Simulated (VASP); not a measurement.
Wanted: the native input for a VASP 6.6.1 run.

```
Task                   : single point
Functional             : PBE
Potentials or basis    : VASP PAW PBE potentials, release 64 (Si, P)
Cutoff                 : 520 eV
k mesh                 : 12 × 12 × 6
Occupations            : gaussian, width 0.1 eV
Spin                   : no spin polarisation
Dipole correction      : no
Further INCAR settings : ALGO = Normal; EDIFF = 1e-07; NBANDS = 22
```

The structure of Si2P lies in POSCAR:

```
Si2P
1.0
    3.4438436591      0.0000000000      0.0000000000
    0.0000000000      3.4438436591      0.0000000000
    0.0000000000      0.0000000000      8.3317361325
Si P
4 2
Direct
    0.0000000000      0.0000000000      0.0000000000
    0.5000000000      0.5000000000      0.0000000000
    0.0000000000      0.5000000000      0.3523386795
    0.5000000000      0.0000000000      0.6476613205
    0.0000000000      0.5000000000      0.6396884116
    0.5000000000      0.0000000000      0.3603115884
```

The cell was generated, and may not be a known phase.

These files were run (other wordings do the same):

INCAR

```
SYSTEM = Si2P
PREC     = Accurate       ! precision mode
ENCUT    = 520            ! plane-wave cutoff, eV
EDIFF    = 1E-7           ! SCF threshold, eV
ISMEAR   = 0              ! smearing method
SIGMA    = 0.1            ! smearing width, eV
LREAL    = .FALSE.        ! projectors in reciprocal space
LASPH    = .TRUE.         ! aspherical terms in the spheres
NELM     = 80             ! most SCF steps
ALGO     = Normal         ! electronic algorithm
ISIF     = 2              ! what is computed and relaxed
LWAVE    = .FALSE.        ! write WAVECAR
LCHARG   = .FALSE.        ! write CHGCAR
GGA      = PE             ! functional
NBANDS   = 22             ! bands
```

KPOINTS

```
regular mesh
0
G
  12 12 6
  0 0 0
```

Potentials or basis: VASP PAW PBE potentials, release 64 (Si, P).

Launch:

```bash
$ cat potpaw_PBE.64/Si/POTCAR potpaw_PBE.64/P/POTCAR > POTCAR
$ mpirun -np 1 vasp_std > vasp.out
```

It gave:

* Pressure: -0.1 GPa
* Largest force: 0.009 eV/Å
* Band gap on the k mesh: zero (bands 13 and 14 overlap by 4.06 eV)

It took 3.4 min on 1 thread of Intel(R) Xeon(R) Platinum 8375C CPU @ 2.90GHz (Ice Lake), with other jobs on the host, peak memory 0.33 GiB.
